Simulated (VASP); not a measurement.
Write the native input for VASP 6.6.1 that does the following.

| Quantity | Value |
| --- | --- |
| Task | single point |
| Functional | PBEsol |
| Potentials or basis | VASP PAW PBE potentials, release 64 (Ge_d) |
| Cutoff | 520 eV |
| k mesh | 6 × 6 × 6 |
| Occupations | fermi-dirac, width 0.1 eV |
| Spin | no spin polarisation |
| Dipole correction | no |
| Further INCAR settings | ALGO = Normal; EDIFF = 1e-06; NBANDS = 21 |

The structure of Ge lies in POSCAR:

```
Ge
1.0
    0.0000000000      2.7312825750      2.7312825750
    2.7312825750      0.0000000000      2.7312825750
    2.7312825750      2.7312825750      0.0000000000
Ge
2
Direct
    0.0000000000      0.0000000000      0.0000000000
    0.2500000000      0.2500000000      0.2500000000
```

One way to write it, as run:

INCAR

```
SYSTEM = Ge
PREC = Accurate
ENCUT = 520
EDIFF = 1E-6
ISMEAR = -1
SIGMA = 0.1
LREAL = .False.
LASPH = .True.
NELM = 80
ALGO = Normal
ISIF = 2
LWAVE = .False.
LCHARG = .False.
GGA = PS
NBANDS = 21
```

KPOINTS

```
Automatic mesh
0
Gamma
  6 6 6
  0 0 0
```

Potentials or basis: VASP PAW PBE potentials, release 64 (Ge_d).

Run with:

```sh
$ cat potpaw_PBE.64/Ge_d/POTCAR > POTCAR
$ mpirun -np 1 vasp_std > vasp.out
```

It gave:

| Item | Value |
| --- | --- |
| Pressure | 10.0 GPa |
| Band gap on the k mesh | 0.43 eV, indirect (least direct gap 0.99 eV) |

Caveat: the PAW data sets were made with another functional, which shifts forces and pressure a little.

Wall time 19 s on 1 thread of Intel(R) Xeon(R) Platinum 8488C (Sapphire Rapids), on a shared host, peak memory 0.16 GiB.
